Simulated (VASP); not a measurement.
Ga4AsP3:

```xyz
8
Lattice="6.0961 0.0000 0.0000 0.0000 3.7331 0.0000 0.0000 0.0000 6.4659" Properties=species:S:1:pos:R:3 pbc="T T T"
P     0.0000    0.0000    2.1553
P     0.0000    1.8665    5.3882
P     3.0480    1.8665    1.0776
As    3.0480    0.0000    4.3106
Ga    2.2860    0.0000    2.1553
Ga    2.2860    1.8665    5.3882
Ga    5.3341    1.8665    1.0776
Ga    5.3341    0.0000    4.3106
```

- Program: VASP 6.6.1
- Task: relaxation of cell and atoms
- Functional: PBE
- Potentials or basis: VASP PAW PBE potentials, release 64 (P, As, Ga_d)
- Cutoff: 600 eV
- k mesh: 4 × 6 × 4
- Occupations: fermi-dirac, width 0.02 eV
- Spin: no spin polarisation

At the start: pressure 16.5 GPa; volume 18.39 Å³/atom.

Q: How do energy, volume and symmetry change on relaxing?

A: Over 19 steps the energy falls by 150.5 meV/atom and the volume is 21.55 Å³/atom (+17.1 %); space group Pm (No. 6, to 0.1 Å) before and after.

Step by step:
| step | energy change (eV) | largest force (eV/Å) | pressure (GPa) | volume (Å³) |
| --- | --- | --- | --- | --- |
| 1 | 0.0000 | 1.1142 | 16.48 | 147.14 |
| 2 | -0.8173 | 0.1159 | -5.87 | 191.22 |
| 3 | -1.1881 | 0.3475 | -0.18 | 172.88 |
| 4 | -1.1878 | 0.3589 | 0.05 | 172.34 |
| 5 | -1.1979 | 0.1583 | 0.15 | 172.04 |
| 6 | -1.2015 | 0.0683 | 0.27 | 171.72 |
| 7 | -1.2028 | 0.0466 | -0.12 | 172.66 |
| 8 | -1.2028 | 0.0484 | -0.06 | 172.55 |
| 9 | -1.2028 | 0.0462 | -0.11 | 172.58 |
| 10 | -1.2032 | 0.0280 | -0.05 | 172.46 |
| 11 | -1.2034 | 0.0357 | -0.02 | 172.38 |
| 12 | -1.2034 | 0.0391 | -0.01 | 172.37 |
| 13 | -1.2036 | 0.0254 | 0.01 | 172.30 |
| 14 | -1.2036 | 0.0216 | 0.03 | 172.26 |
| 15 | -1.2038 | 0.0135 | -0.01 | 172.34 |
| 16 | -1.2038 | 0.0159 | -0.02 | 172.37 |
| 17 | -1.2038 | 0.0080 | 0.01 | 172.31 |
| 18 | -1.2038 | 0.0085 | 0.02 | 172.30 |
| 19 | -1.2038 | 0.0043 | -0.02 | 172.37 |

Final structure:
```xyz
8
Lattice="6.4627 0.0000 0.0003 0.0000 3.9259 0.0000 0.0003 0.0000 6.7937" Properties=species:S:1:pos:R:3 pbc="T T T"
P     6.4581    0.0000    2.2465
P     0.0074    1.9630    5.6782
P     3.2286    1.9630    1.1384
As    3.2442    0.0000    4.5245
Ga    2.3944    0.0000    2.2134
Ga    2.3955    1.9630    5.7142
Ga    5.6335    1.9630    1.1329
Ga    5.7219    0.0000    4.5282
```

Caveat: the volume moved by over 15 % at a fixed basis, so the end points are rough.
